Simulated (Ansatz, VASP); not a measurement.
# One calculation of BN, two programs

```
B N
1.0
     2.51218    0.00000    0.00000
    -1.25609    2.17561    0.00000
     0.00000    0.00000    8.63572
B N
2 2
Direct
  0.33333 0.66667 0.25000
  0.66667 0.33333 0.75000
  0.33333 0.66667 0.75000
  0.66667 0.33333 0.25000
```

Change from the starting cell: strain +0.0350 x Voigt [0, 0, 1, 0, 0, 0], atoms carried along.

Alike in both runs: task single point; functional PBE; k mesh 12 × 12 × 4; occupations gaussian, width 0.05 eV; no spin polarisation.

|  | VASP | Ansatz |
| --- | --- | --- |
| version | VASP 6.6.1 | Ansatz 0.2.0 |
| potentials or method | VASP PAW PBE potentials, release 64 (B, N), cutoff 520 eV | scalar-relativistic, plane waves, PAW |
| valence electrons in the cell | 16 | 16 |

Ansatz gave:

* gap on the k mesh at the Fermi level (eV): 4.33
* least direct gap on the mesh (eV): 4.66
* pressure (GPa): 0.0
* traceless stress, the component that is largest in VASP (GPa): 0.00

**Question.** Which values does VASP return?

**Answer.** gap on the k mesh at the Fermi level (eV): 4.33; least direct gap on the mesh (eV): 4.66; pressure (GPa): 0.0; traceless stress, the component that is largest in VASP (GPa): -0.16.
